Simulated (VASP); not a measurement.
# Te2Mo (R-3m) in VASP: single point with PBE

Aim: the single point of Te2Mo with PBE.

Everything below comes from runs of VASP 6.6.1. Logs are shortened: lines on timing, memory, paths and dates and some standing lists are left out, and cuts for length are marked.

### 1 The cell of the first run

Symmetry: R-3m, No. 166, trigonal system. The conventional cell has a = 3.502 Å, b = 3.502 Å, c = 21.206 Å, α = 90.00°, β = 90.00°, γ = 120.00°. Mo (site symmetry -3m) has 6 Te at 2.73 Å and 6 Mo at 3.50 Å within 3.6 Å. Within 3.6 Å of Te (site symmetry 3m) lie 3 Mo at 2.73 Å and 6 Te at 3.50 Å.

### 2 Single point, PBE

The input, INCAR:

```
SYSTEM = Te2Mo
PREC = Accurate
ENCUT = 520
EDIFF = 1E-7
ISMEAR = -1
SIGMA = 0.02
LREAL = .FALSE.
LASPH = .TRUE.
NELM = 100
ALGO = Normal
ISIF = 2
LWAVE = .FALSE.
LCHARG = .TRUE.
GGA = PE
LELF = .TRUE.
LVHAR = .TRUE.
NBANDS = 20
```

The input, KPOINTS:

```
regular mesh
0
G
  6 6 6
  0 0 0
```

The input, POSCAR:

```
Te2Mo
1.0
    1.7509539888      1.0109137567      7.0687660149
   -1.7509539888      1.0109137567      7.0687660149
    0.0000000000     -2.0218275135      7.0687660149
Mo Te
1 2
Direct
    0.0000000000      0.0000000000      0.0000000000
    0.2465646676      0.2465646676      0.2465646676
    0.7534353324      0.7534353324      0.7534353324
```

Potentials or basis: VASP PAW PBE potentials, release 64 (Mo_sv, Te).

Run with:

```bash
$ cat potpaw_PBE.64/Mo_sv/POTCAR potpaw_PBE.64/Te/POTCAR > POTCAR
$ mpirun -np 1 vasp_std > vasp.out
```

OUTCAR:

```text
SYSTEM = Te2Mo
   PREC = Accurate
   ENCUT = 520
   EDIFF = 1E-7
   ISMEAR = -1
   LREAL = .FALSE.
   LASPH = .TRUE.
   NELM = 100
   ISIF = 2
   GGA = PE

 ion  position               nearest neighbor table
   1  0.000  0.000  0.000-   3 2.73   2 2.73   3 2.73   3 2.73   2 2.73   2 2.73
   2  0.247  0.247  0.247-   1 2.73   1 2.73   1 2.73
   3  0.753  0.753  0.753-   1 2.73   1 2.73   1 2.73

  LATTYP: Found a trigonal (rhomboedric) cell.
 ALAT       =     7.3522268373
 COS(alpha) =     0.8865664124

  Lattice vectors:

 A1 = (   1.7509539888,   1.0109137567,   7.0687660149)
 A2 = (  -1.7509539888,   1.0109137567,   7.0687660149)
 A3 = (   0.0000000000,  -2.0218275135,   7.0687660149)

Analysis of symmetry for initial positions (statically):
=====================================================================
 Subroutine PRICEL returns:
 Original cell was already a primitive cell.

 Routine SETGRP: Setting up the symmetry group for a
 trigonal (rhombohedral) supercell.

 Subroutine GETGRP returns: Found 12 space group operations
 (whereof 12 operations were pure point group operations)
 out of a pool of 12 trial point group operations.

The static configuration has the point symmetry D_3d.

Analysis of symmetry for dynamics (positions and initial velocities):
=====================================================================
 Subroutine PRICEL returns:
 Original cell was already a primitive cell.

 Routine SETGRP: Setting up the symmetry group for a
 trigonal (rhombohedral) supercell.

 Subroutine GETGRP returns: Found 12 space group operations
 (whereof 12 operations were pure point group operations)
 out of a pool of 12 trial point group operations.

The dynamic configuration has the point symmetry D_3d.

 Subroutine INISYM returns: Found 12 space group operations
 (whereof 12 operations are pure point group operations),
 and found     1 'primitive' translations

----------------------------------------------------------------------------------------

                                     Primitive cell

  volume of cell :      75.0730

  direct lattice vectors                    reciprocal lattice vectors
     1.750953989  1.010913757  7.068766015     0.285558617  0.164867345  0.047155802
    -1.750953989  1.010913757  7.068766015    -0.285558617  0.164867345  0.047155802
     0.000000000 -2.021827513  7.068766015     0.000000000 -0.329734689  0.047155802

  length of vectors
     7.352226837  7.352226837  7.352226837     0.333089530  0.333089530  0.333089530

  position of ions in fractional coordinates (direct lattice)
     0.000000000  0.000000000  0.000000000
     0.246564668  0.246564668  0.246564668
     0.753435332  0.753435332  0.753435332

  ion indices of the primitive-cell ions
   primitive index   ion index
                 1           1
                 2           2
                 3           3

----------------------------------------------------------------------------------------

 KPOINTS: regular mesh

Automatic generation of k-mesh.
 Grid dimensions read from file:
 generate k-points for:    6    6    6

 Generating k-lattice:

  Cartesian coordinates                     Fractional coordinates (reciprocal lattice)
     0.047593103  0.027477891  0.007859300     0.166666667  0.000000000  0.000000000
    -0.047593103  0.027477891  0.007859300     0.000000000  0.166666667  0.000000000
     0.000000000 -0.054955782  0.007859300     0.000000000  0.000000000  0.166666667

  Length of vectors
     0.055514922  0.055514922  0.055514922

  Shift w.r.t. Gamma in fractional coordinates (k-lattice)
     0.000000000  0.000000000  0.000000000

 Subroutine IBZKPT returns following result:
 ===========================================

 Found     32 irreducible k-points:

 Following reciprocal coordinates:
            Coordinates               Weight
  0.000000  0.000000  0.000000      1.000000
  0.166667  0.000000  0.000000      6.000000
  0.333333  0.000000  0.000000      6.000000
  0.500000  0.000000  0.000000      3.000000
  0.166667  0.166667  0.000000      6.000000
  0.333333  0.166667  0.000000     12.000000
[... 16 lines left out ...]
  0.500000  0.500000  0.166667      6.000000
 -0.333333  0.500000  0.166667     12.000000
 [... further k-points ...]
   k-points           NKPTS =     32   k-points in BZ     NKDIM =     32   number of bands    NBANDS=     20
   number of dos      NEDOS =    301   number of ions     NIONS =      3
   total plane-waves  NPLWV = 175616
   dimension x,y,z NGX =    56 NGY =   56 NGZ =   56
   dimension x,y,z NGXF=   112 NGYF=  112 NGZF=  112
   ions per type =               1   2
   NGX,Y,Z   is equivalent  to a cutoff of  12.66, 12.66, 12.66 a.u.
   NGXF,Y,Z  is equivalent  to a cutoff of  25.33, 25.33, 25.33 a.u.
 SYSTEM =  Te2Mo
   PREC   = accura    normal or accurate (medium, high low for compatibility)
   ISTART =      0    job   : 0-new  1-cont  2-samecut
   ICHARG =      2    charge: 1-file 2-atom 10-const
   ISPIN  =      1    spin polarized calculation?
   LNONCOLLINEAR =      F non collinear calculations
   LSORBIT =      F    spin-orbit coupling
   LASPH  =      T    aspherical Exc in radial PAW
   ENCUT  =  520.0 eV  38.22 Ry    6.18 a.u.  13.67 13.67 13.67*2*pi/ulx,y,z
   NELM   =    100;   NELMIN=  2; NELMDL= -5     # of ELM steps
   EDIFF  = 0.1E-06   stopping-criterion for ELM
   LREAL  =      F    real-space projection
   EDIFFG = 0.1E-05   stopping-criterion for IOM
   NSW    =      0    number of steps for IOM
   IBRION =     -1    ionic relax: 0-MD 1-quasi-New 2-CG
   NFREE  =      0    steps in history (QN), initial steepest desc. (CG)
   ISIF   =      2    stress and relaxation
   ISYM   =      2    0-nonsym 1-usesym 2-fastsym
   POTIM  = 0.5000    time-step for ionic-motion
   TEBEG  =    0.0;   TEEND  =   0.0 temperature during run
   PSTRESS=    0.0 pullay stress
   NELECT =      26.0000    total number of electrons
   NUPDOWN=      -1.0000    fix difference up-down
   EMIN   =  10.00;   EMAX   =-10.00  energy-range for DOS
   EFERMI =   0.00;   METHOD = LEGACY
   ISMEAR =    -1;   SIGMA  =   0.02  broadening in eV -4-tet -1-fermi 0-gaus
   EFERMI_NEDOS =   21; number of points for ismear=-14 and -15
   IALGO  =     38    algorithm
   IMIX   =      4    mixing-type and parameters
     AMIX     =   0.40;   BMIX     =  1.00
     AMIX_MAG =   1.60;   BMIX_MAG =  1.00
  volume/ion in A,a.u.               =      25.02       168.87
  Fermi-wavevector in a.u.,A,eV,Ry     =   1.149665  2.172552 17.983229  1.321730
  Thomas-Fermi vector in A             =   2.286334
   LORBIT       =      0    0 simple, 1 ext, 2 COOP (PROOUT), +10 PAW based schemes
   GGA     = PE    functional components
   LHFCALC =     F    Hartree Fock is set to
   AEXX    =    0.0000 exact exchange contribution
   IVDW    =     0    specifies the selected vdW correction
   LEPSILON=     F    determine dielectric tensor
   LRPA    =     F    only Hartree local field effects (RPA)
 non-spin polarized calculation
  energy-cutoff  :      520.00
  volume of cell :       75.07
 maximum number of plane-waves:      2054
   NGX = 27   NGY = 27   NGZ = 27

 number of electron      26.0000001 magnetization

 Free energy of the ion-electron system (eV)
  ---------------------------------------------------
  ext. energy  EPLUGINS =         0.00000000
  ---------------------------------------------------
  free energy    TOTEN  =       -17.54138401 eV

  energy without entropy =      -17.53938512  energy(sigma->0) =      -17.54038456

 E-fermi :   8.5638     XC(G=0): -10.4586

 val. band max:        8.5480725965   @ k =  -0.1667   0.5000   0.1667
 cond. band min:       8.5642902773   @ k =  -0.3333   0.5000   0.3333
 fundamental gap:      0.0162176807
 Fermi energy:         8.5637864502

 k-point     1 :       0.0000    0.0000    0.0000
  band No.  band energies     occupation
      1     -52.7224      2.00000
      2     -26.8394      2.00000
      3     -26.7801      2.00000
      4     -26.7801      2.00000
      5      -4.8799      2.00000
      6      -3.6626      2.00000
[... 12 lines left out ...]
     19      14.5406      0.00000
     20      16.8035      0.00000

 k-point     2 :       0.1667    0.0000    0.0000
  band No.  band energies     occupation
      1     -52.7198      2.00000
      2     -26.8322      2.00000
      3     -26.8137      2.00000
      4     -26.7880      2.00000
      5      -4.4714      2.00000
      6      -3.4283      2.00000
[... 12 lines left out ...]
     19      15.3244      0.00000
     20      16.2700      0.00000

 k-point     3 :       0.3333    0.0000    0.0000
  band No.  band energies     occupation
      1     -52.7147      2.00000
      2     -26.8805      2.00000
      3     -26.8174      2.00000
      4     -26.8038      2.00000
      5      -3.4382      2.00000
      6      -2.8119      2.00000
[... 12 lines left out ...]
     19      14.4166      0.00000
     20      14.6972      0.00000

 k-point     4 :       0.5000    0.0000    0.0000
  band No.  band energies     occupation
      1     -52.7121      2.00000
      2     -26.9135      2.00000
      3     -26.8116      2.00000
      4     -26.8100      2.00000
      5      -2.7908      2.00000
      6      -2.2567      2.00000
[... 12 lines left out ...]
     19      13.6109      0.00000
     20      14.1158      0.00000

 k-point     5 :       0.1667    0.1667    0.0000
  band No.  band energies     occupation
      1     -52.7198      2.00000
      2     -26.8322      2.00000
      3     -26.8137      2.00000
      4     -26.7880      2.00000
      5      -4.4508      2.00000
      6      -3.4618      2.00000
[... 12 lines left out ...]
     19      15.3211      0.00000
     20      16.4430      0.00000
[... 353 lines left out ...]
      6      -2.4028      2.00000
[... 12 lines left out ...]
     19      14.3316      0.00000
     20      15.7497      0.00000

 k-point    22 :      -0.1667    0.3333    0.1667
  band No.  band energies     occupation
      1     -52.7121      2.00000
      2     -26.8963      2.00000
      3     -26.8290      2.00000
      4     -26.8101      2.00000
      5      -2.6699      2.00000
      6      -2.4791      2.00000
[... 12 lines left out ...]
     19      13.9746      0.00000
     20      15.7151      0.00000

 k-point    23 :       0.5000    0.5000    0.1667
  band No.  band energies     occupation
      1     -52.7147      2.00000
      2     -26.8805      2.00000
      3     -26.8174      2.00000
      4     -26.8038      2.00000
      5      -3.1757      2.00000
      6      -3.1127      2.00000
[... 12 lines left out ...]
     19      14.0853      0.00000
     20      15.3135      0.00000

 k-point    24 :      -0.3333    0.5000    0.1667
  band No.  band energies     occupation
      1     -52.7121      2.00000
      2     -26.8963      2.00000
      3     -26.8290      2.00000
      4     -26.8101      2.00000
      5      -2.6610      2.00000
      6      -2.4760      2.00000
[... 12 lines left out ...]
     19      13.9219      0.00000
     20      15.5135      0.00000

 [... further k-points ...]

------------------------ aborting loop because EDIFF is reached ----------------------------------------

  FORCE on cell =-STRESS in cart. coord.  units (eV):
  Direction    XX          YY          ZZ          XY          YZ          ZX
  --------------------------------------------------------------------------------------
  -------------------------------------------------------------------------------------
  Total        0.5818862      0.5818862      1.4186934      0.0000000     -0.0000000      0.0000000
  in kB       12.4183807     12.4183807     30.2771805      0.0000000     -0.0000000      0.0000000
  external PRESSURE =      18.3713140 kB  Pullay stress =       0.0000000 kB

 VOLUME and BASIS-vectors are now :
 -----------------------------------------------------------------------------
  energy-cutoff  :      520.00
  volume of cell :       75.07
      direct lattice vectors                 reciprocal lattice vectors
     1.750953989  1.010913757  7.068766015     0.285558617  0.164867345  0.047155802
    -1.750953989  1.010913757  7.068766015    -0.285558617  0.164867345  0.047155802
     0.000000000 -2.021827513  7.068766015     0.000000000 -0.329734689  0.047155802

 POSITION                                       TOTAL-FORCE (eV/Angst)
 -----------------------------------------------------------------------------------
      0.00000      0.00000      0.00000         0.000000      0.000000      0.000000
      0.00000     -0.00000      5.22872         0.000000      0.000000     -0.268523
      0.00000     -0.00000     15.97757         0.000000     -0.000000      0.268523
 -----------------------------------------------------------------------------------
    total drift:                                0.000000     -0.000000     -0.000000

  FREE ENERGIE OF THE ION-ELECTRON SYSTEM (eV)
  ---------------------------------------------------
  free  energy   TOTEN  =       -17.5413840089 eV

  energy  without entropy=      -17.5393851158  energy(sigma->0) =      -17.54038456
```

It took 3.6 min on 1 thread of Intel Xeon 6975P-C (Granite Rapids), shared host; peak memory 0.42 GiB.

Results:

```
Free energy            : -17.5414 eV
Pressure               : 1.8 GPa
Largest force          : 0.269 eV/Å
Band gap on the k mesh : 0.02 eV, indirect (least direct gap 0.39 eV)
```

Forces on the atoms (eV/Å):
```
Mo   0.000  0.000  0.000
Te   0.000  0.000 -0.269
Te   0.000  0.000  0.269
```

Stress tensor (GPa, compression positive):
```
1.24 0.00 0.00
0.00 1.24 0.00
0.00 0.00 3.03
```

Levels at points of the mesh, in eV from the valence-band top:
```
           k point  band 11  band 12  band 13  band 14  band 15  band 16
(0.00, 0.00, 0.00)    -1.11    -0.73    -0.73     1.53     1.53     3.54
(0.50, 0.00, 0.00)    -2.29    -1.77    -0.47     0.74     1.25     2.63
(0.50, 0.50, 0.00)    -2.40    -1.97    -0.80     0.74     0.99     3.23
(0.50, 0.50, 0.50)    -0.73    -0.73    -0.53     1.35     1.35     3.76
```

Caveat: spin-orbit coupling is left out, which moves the levels of the heavy elements.
